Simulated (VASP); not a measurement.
# CaO (Fm-3m) in VASP: single point with HSE06

Aim: the single point of CaO with HSE06.

All numbers are computed with VASP 6.6.1; they aren't measurements. Logs are shortened: lines on timing, memory, paths and dates and some standing lists are left out, and cuts for length are marked.

## Step 1: The cell of the first run

It takes space group Fm-3m (No. 225, cubic). Conventional cell: a = 4.799 Å, b = 4.799 Å, c = 4.799 Å, α = 90.00°, β = 90.00°, γ = 90.00°. Within 3.2 Å of Ca (site symmetry m-3m) lie 6 O at 2.40 Å. O (site symmetry m-3m) has 6 Ca at 2.40 Å within 3.2 Å.

## Step 2: Single point, HSE06

Contents of POSCAR:

```
CaO
1.0
    0.0000000000      2.3992997439      2.3992997439
    2.3992997439      0.0000000000      2.3992997439
    2.3992997439      2.3992997439      0.0000000000
Ca O
1 1
Direct
    0.0000000000      0.0000000000      0.0000000000
    0.5000000000      0.5000000000      0.5000000000
```

Contents of INCAR.step1:

```
SYSTEM = CaO
PREC     = Accurate       ! precision mode
ENCUT    = 520            ! plane-wave cutoff, eV
EDIFF    = 1E-5           ! SCF threshold, eV
ISMEAR   = -1             ! smearing method
SIGMA    = 0.02           ! smearing width, eV
LREAL    = .FALSE.        ! projectors in reciprocal space
LASPH    = .TRUE.         ! aspherical terms in the spheres
NELM     = 80             ! most SCF steps
ALGO     = Normal         ! electronic algorithm
ISIF     = 2              ! what is computed and relaxed
LWAVE    = .TRUE.         ! write WAVECAR
LCHARG   = .FALSE.        ! write CHGCAR
NBANDS   = 15             ! bands
GGA      = PE             ! functional
```

Contents of INCAR.step2:

```
SYSTEM = CaO
PREC     = Accurate       ! precision mode
ENCUT    = 520            ! plane-wave cutoff, eV
EDIFF    = 1E-7           ! SCF threshold, eV
ISMEAR   = -1             ! smearing method
SIGMA    = 0.02           ! smearing width, eV
LREAL    = .FALSE.        ! projectors in reciprocal space
LASPH    = .TRUE.         ! aspherical terms in the spheres
NELM     = 80             ! most SCF steps
ALGO     = Normal         ! electronic algorithm
ISIF     = 2              ! what is computed and relaxed
LWAVE    = .FALSE.        ! write WAVECAR
LCHARG   = .FALSE.        ! write CHGCAR
GGA      = PE             ! functional
LHFCALC  = .TRUE.         ! exact exchange
HFSCREEN = 0.2079         ! screening, 1/A
PRECFOCK = Normal       
NBANDS   = 15             ! bands
ISTART   = 1
```

Contents of KPOINTS:

```
Automatic mesh
0
G
  6 6 6
  0 0 0
```

Potentials or basis: VASP PAW PBE potentials, release 64 (Ca_sv, O).

On the command line:

```console
cat potpaw_PBE.64/Ca_sv/POTCAR potpaw_PBE.64/O/POTCAR > POTCAR
cp INCAR.step1 INCAR
mpirun -np 1 vasp_std > vasp.out
cp INCAR.step2 INCAR
mpirun -np 1 vasp_std > vasp.out
```

OUTCAR:

```text
SYSTEM = CaO
   PREC = Accurate
   ENCUT = 520
   EDIFF = 1E-7
   ISMEAR = -1
   LREAL = .FALSE.
   LASPH = .TRUE.
   NELM = 80
   ISIF = 2
   GGA = PE
   LHFCALC = .TRUE.
   HFSCREEN = 0.2079
   PRECFOCK = Normal
   ISTART = 1

 ion  position               nearest neighbor table
   1  0.000  0.000  0.000-   2 2.40   2 2.40   2 2.40   2 2.40   2 2.40   2 2.40
   2  0.500  0.500  0.500-   1 2.40   1 2.40   1 2.40   1 2.40   1 2.40   1 2.40

  LATTYP: Found a face centered cubic cell.
 ALAT       =     4.7985994878

  Lattice vectors:

 A1 = (   0.0000000000,   2.3992997439,   2.3992997439)
 A2 = (   2.3992997439,   0.0000000000,   2.3992997439)
 A3 = (   2.3992997439,   2.3992997439,   0.0000000000)

Analysis of symmetry for initial positions (statically):
=====================================================================
 Subroutine PRICEL returns:
 Original cell was already a primitive cell.

 Routine SETGRP: Setting up the symmetry group for a
 face centered cubic supercell.

 Subroutine GETGRP returns: Found 48 space group operations
 (whereof 48 operations were pure point group operations)
 out of a pool of 48 trial point group operations.

The static configuration has the point symmetry O_h .

Analysis of symmetry for dynamics (positions and initial velocities):
=====================================================================
 Subroutine PRICEL returns:
 Original cell was already a primitive cell.

 Routine SETGRP: Setting up the symmetry group for a
 face centered cubic supercell.

 Subroutine GETGRP returns: Found 48 space group operations
 (whereof 48 operations were pure point group operations)
 out of a pool of 48 trial point group operations.

The dynamic configuration has the point symmetry O_h .

 Subroutine INISYM returns: Found 48 space group operations
 (whereof 48 operations are pure point group operations),
 and found     1 'primitive' translations

----------------------------------------------------------------------------------------

                                     Primitive cell

  volume of cell :      27.6238

  direct lattice vectors                    reciprocal lattice vectors
     0.000000000  2.399299744  2.399299744    -0.208394137  0.208394137  0.208394137
     2.399299744  0.000000000  2.399299744     0.208394137 -0.208394137  0.208394137
     2.399299744  2.399299744  0.000000000     0.208394137  0.208394137 -0.208394137

  length of vectors
[... 91 lines left out ...]
   IMIX   =      1    mixing-type and parameters
     AMIX     =   0.40;   BMIX     =  1.00
     AMIX_MAG =   1.60;   BMIX_MAG =  1.00
  volume/ion in A,a.u.               =      13.81        93.21
  Fermi-wavevector in a.u.,A,eV,Ry     =   1.364647  2.578809 25.337604  1.862261
  Thomas-Fermi vector in A             =   2.490945
   LORBIT       =      0    0 simple, 1 ext, 2 COOP (PROOUT), +10 PAW based schemes
   GGA     = PE    functional components
   LHFCALC =     T    Hartree Fock is set to
   PRECFOCK=normal    Normal, Fast or Accurate (Low or Medium for compatibility)
   ENCUT4O =  -1.0   cutoff for four orbital integrals eV
   NKREDX  =     1    reduce k-point grid by
   NKREDY  =     1    reduce k-point grid by
   NKREDZ  =     1    reduce k-point grid by
   AEXX    =    0.2500 exact exchange contribution
   HFSCREEN=    0.2079 screening length (either q_TF or 0.3 A-1)
   HFSCREENC=   0.2079 screening length for correlation (either q_TF or 0.3 A-1)
   ENCUTFOCK=  -1.0 apply spherical cutoff to Coloumb kernel
   IVDW    =     0    specifies the selected vdW correction
   LEPSILON=     F    determine dielectric tensor
   LRPA    =     F    only Hartree local field effects (RPA)
 non-spin polarized calculation
  energy-cutoff  :      520.00
  volume of cell :       27.62
 maximum number of plane-waves:       754
 NGX is ok and might be reduce to    28
  NGX = 20; NGY = 20; NGZ = 20

 number of electron      15.9999997 magnetization

 Free energy of the ion-electron system (eV)
  ---------------------------------------------------
  ext. energy  EPLUGINS =         0.00000000
  ---------------------------------------------------
  free energy    TOTEN  =       -14.87776332 eV

  energy without entropy =      -14.87776332  energy(sigma->0) =      -14.87776332

 E-fermi :   1.8493     XC(G=0):  -8.6346

 val. band max:        1.3172208113   @ k =   0.0000   0.0000   0.0000
 cond. band min:       6.6118185440   @ k =   0.5000   0.5000   0.0000
 fundamental gap:      5.2945977327
 Fermi energy:         1.8493224659

 k-point     1 :       0.0000    0.0000    0.0000
  band No.  band energies     occupation
      1     -38.8508      2.00000
      2     -18.1368      2.00000
      3     -18.1368      2.00000
      4     -18.1368      2.00000
      5     -15.7322      2.00000
      6       1.3172      2.00000
      7       1.3172      2.00000
      8       1.3172      2.00000
      9       7.5812      0.00000
     10       9.5175      0.00000
     11       9.5175      0.00000
     12       9.5175      0.00000
     13      11.1549      0.00000
     14      11.1549      0.00000
[... 257 lines left out ...]
      2     -18.6837      2.00000
      3     -18.5955      2.00000
      4     -18.4827      2.00000
      5     -15.0950      2.00000
      6      -0.0091      2.00000
      7       0.1572      2.00000
      8       0.4509      2.00000
      9       8.0985      0.00000
     10      11.0404      0.00000
     11      11.8542      0.00000
     12      13.2914      0.00000
     13      13.3779      0.00000
     14      16.4445      0.00000
     15      16.9636      0.00000

------------------------ aborting loop because EDIFF is reached ----------------------------------------

  FORCE on cell =-STRESS in cart. coord.  units (eV):
  Direction    XX          YY          ZZ          XY          YZ          ZX
  --------------------------------------------------------------------------------------
  -------------------------------------------------------------------------------------
  Total        0.1200632      0.1200632      0.1200632      0.0000000     -0.0000000      0.0000000
  in kB        6.9636531      6.9636531      6.9636531      0.0000000     -0.0000000      0.0000000
  external PRESSURE =       6.9636531 kB  Pullay stress =       0.0000000 kB

 VOLUME and BASIS-vectors are now :
 -----------------------------------------------------------------------------
  energy-cutoff  :      520.00
  volume of cell :       27.62
      direct lattice vectors                 reciprocal lattice vectors
     0.000000000  2.399299744  2.399299744    -0.208394137  0.208394137  0.208394137
     2.399299744  0.000000000  2.399299744     0.208394137 -0.208394137  0.208394137
     2.399299744  2.399299744  0.000000000     0.208394137  0.208394137 -0.208394137

 POSITION                                       TOTAL-FORCE (eV/Angst)
 -----------------------------------------------------------------------------------
      0.00000      0.00000      0.00000         0.000000     -0.000000     -0.000000
      2.39930      2.39930      2.39930         0.000000      0.000000      0.000000
 -----------------------------------------------------------------------------------
    total drift:                                0.000000      0.000000      0.000000

  FREE ENERGIE OF THE ION-ELECTRON SYSTEM (eV)
  ---------------------------------------------------
  free  energy   TOTEN  =       -14.8777633211 eV

  energy  without entropy=      -14.8777633211  energy(sigma->0) =      -14.87776332
```

OSZICAR.step1:

```text
N       E                     dE             d eps       ncg     rms          rms(c)
DAV:   1     0.123021129190E+03    0.12302E+03   -0.85205E+03   480   0.110E+03
DAV:   2    -0.945644471084E+01   -0.13248E+03   -0.12298E+03   620   0.290E+02
DAV:   3    -0.143801641490E+02   -0.49237E+01   -0.48771E+01   564   0.574E+01
DAV:   4    -0.145087462899E+02   -0.12858E+00   -0.12846E+00   658   0.873E+00
DAV:   5    -0.145112504640E+02   -0.25042E-02   -0.25042E-02   580   0.108E+00    0.857E+00
DAV:   6    -0.128727600035E+02    0.16385E+01   -0.50694E+00   530   0.220E+01    0.357E+00
DAV:   7    -0.128021496907E+02    0.70610E-01   -0.41447E-01   537   0.660E+00    0.180E+00
DAV:   8    -0.127997127143E+02    0.24370E-02   -0.75325E-02   620   0.295E+00    0.422E-01
DAV:   9    -0.127981388719E+02    0.15738E-02   -0.48442E-03   480   0.578E-01    0.109E-01
DAV:  10    -0.127987950669E+02   -0.65620E-03   -0.74983E-04   572   0.247E-01    0.415E-02
DAV:  11    -0.127987703180E+02    0.24749E-04   -0.54647E-05   585   0.860E-02    0.769E-03
DAV:  12    -0.127987697751E+02    0.54297E-06   -0.71830E-06   434   0.250E-02
   1 F= -.12798770E+02 E0= -.12798770E+02  d E =-.920106E-13
```

Wall time 37 min (1 thread of Intel Xeon Platinum 8259CL at 2.50GHz (Skylake/Cascade Lake), shared host); peak memory 0.27 GiB.

Results:

```yaml
Free_energy: -14.8778 eV
Pressure: 0.7 GPa
Band_gap_on_the_k_mesh: 5.29 eV (least direct gap 5.72 eV)
```

Caveat: the PAW data sets were made with another functional, which shifts forces and pressure a little. A k mesh can miss the band edges.
